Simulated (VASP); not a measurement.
Input of a VASP 6.6.1 run:

The input INCAR:

```
SYSTEM = ZnS3
ALGO = Normal ; EDIFF = 1E-6
EDIFFG = -0.01 ; ENCUT = 600
GGA = PE ; IBRION = 2
ISIF = 3 ; ISMEAR = 0
LASPH = .True. ; LCHARG = .False.
LREAL = .False. ; LWAVE = .False.
NELM = 80 ; NSW = 100
PREC = Accurate ; SIGMA = 0.1
```

The input KPOINTS:

```
k-points
0
Gamma
  12 12 12
  0 0 0
```

The input POSCAR:

```
ZnS3
1.0
    4.8649074618      0.0000000000      0.0000000000
   -2.4324537309      4.2131334490      0.0000000000
    0.0000000000      0.0000000000      3.8857994770
Zn S
1 3
Direct
    0.0000000000      0.0000000000      0.5000000000
    0.5000000000      0.0000000000      0.0000000000
    0.0000000000      0.5000000000      0.0000000000
    0.5000000000      0.5000000000      0.0000000000
```

Potentials or basis: VASP PAW PBE potentials, release 64 (Zn, S).

The run is started by

```bash
$ cat potpaw_PBE.64/Zn/POTCAR potpaw_PBE.64/S/POTCAR > POTCAR
$ mpirun -np 1 vasp_std > vasp.out
```

(1) What does it give for the band gap on the k mesh?

(2) Predict the space group after relaxing (to 0.05 Å).

(3) What does it give for the relaxed cell?

(4) Predict the relaxed volume.

Answers

(1) zero (band 15 reaches 5.42 eV, above the bottom of band 16 at 2.74 eV).

(2) P6/mmm (No. 191).

(3) a = 4.885 Å, b = 4.885 Å, c = 3.747 Å, α = 90.00°, β = 90.00°, γ = 120.00°.

(4) 19.36 Å³/atom.
